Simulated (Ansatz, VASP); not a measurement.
## WC in VASP and in Ansatz

```
W C
1.0
     2.88600    0.00000    0.00000
    -1.44300    2.52447    0.00000
     0.00000    0.00000    2.82900
W C
1 1
Direct
  0.00000 0.00000 0.00000
  0.66667 0.33333 0.50000
```

Change from the starting cell: strain -0.0050 x Voigt [1, -1, 0, 0, 0, 0], atoms carried along.

Alike in both runs: task single point; functional r2SCAN; k mesh 18 × 18 × 16; occupations gaussian, width 0.15 eV; no spin polarisation.

|  | VASP | Ansatz |
| --- | --- | --- |
| version | VASP 6.6.1 | Ansatz 0.2.0 |
| potentials or method | VASP PAW PBE potentials, release 64 (W_sv, C), cutoff 520 eV | scalar-relativistic, plane waves, PAW |
| valence electrons in the cell | 18 | 18 |

```tsv
	VASP	Ansatz	Ansatz less VASP
gap on the k mesh at the Fermi level (eV)	none	none	-
pressure (GPa)	6.3	4.3	-1.98
traceless stress, the component that is largest in VASP (GPa)	2.80	2.88	+0.083
rms of the force components (eV/Å)	0.031	0.030	-0.0008
```

VASP's potentials were made for PBE, not for r2SCAN. Atom by atom the forces differ by 0.001 eV/Å (rms over components). A gap of «none» marks a metal or a gap that the smearing closes.

Neither program's run includes spin-orbit coupling.
